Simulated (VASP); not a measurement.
The system is B5W3.

```xyz
8
Lattice="-2.7973 2.7973 2.7973 2.7973 -2.7973 2.7973 2.7973 2.7973 -2.7973" Properties=species:S:1:pos:R:3 pbc="T T T"
B     0.0000    0.0000    0.0000
B     1.3987    1.3987   -1.3987
B     1.3987   -1.3987    1.3987
B    -1.3987    1.3987    1.3987
B     1.3987    1.3987    1.3987
W     2.7973    0.0000    0.0000
W     0.0000    0.0000    2.7973
W     0.0000    2.7973    0.0000
```

The cell was generated, and may not be a known phase.

| Quantity | Value |
| --- | --- |
| Program | VASP 6.6.1 |
| Task | relaxation of cell and atoms |
| Functional | PBE |
| Potentials or basis | VASP PAW PBE potentials, release 64 (B, W_sv) |
| Cutoff | 600 eV |
| k mesh | 4 × 4 × 4 |
| Occupations | gaussian, width 0.1 eV |
| Spin | no spin polarisation |

At the start: pressure -18.5 GPa; volume 10.94 Å³/atom.

Problem. Where does the relaxation end?

Solution. Over 4 steps the energy falls by 49.2 meV/atom and the volume is 10.15 Å³/atom (-7.3 %); space group Im-3m (No. 229, to 0.1 Å) before and after.

Step by step:
```
step  energy change (eV)  largest force (eV/Å)  pressure (GPa)  volume (Å³)
   1              0.0000                0.0000          -18.47        87.55
   2              0.5983                0.0000           40.43        72.52
   3             -0.3930                0.0000           -0.66        81.36
   4             -0.3934                0.0000           -0.08        81.19
```

Final structure:
```yaml
crystal:
  lattice:
    - [-2.72781, 2.72781, 2.72781]
    - [2.72781, -2.72781, 2.72781]
    - [2.72781, 2.72781, -2.72781]
  atoms:
    - { symbol: B, position: [0.00000, 0.00000, 0.00000] }
    - { symbol: B, position: [0.00000, 0.00000, 0.50000] }
    - { symbol: B, position: [0.00000, 0.50000, 0.00000] }
    - { symbol: B, position: [0.50000, 0.00000, 0.00000] }
    - { symbol: B, position: [0.50000, 0.50000, 0.50000] }
    - { symbol: W, position: [0.00000, 0.50000, 0.50000] }
    - { symbol: W, position: [0.50000, 0.50000, 0.00000] }
    - { symbol: W, position: [0.50000, 0.00000, 0.50000] }
```

Caveat: the k points lie up to 0.41 Å⁻¹ apart in the final cell, too coarse for converged energies and pressures of a metal; an odd number of electrons without spin polarisation forces a metal; a magnetic or distorted state may lie lower.
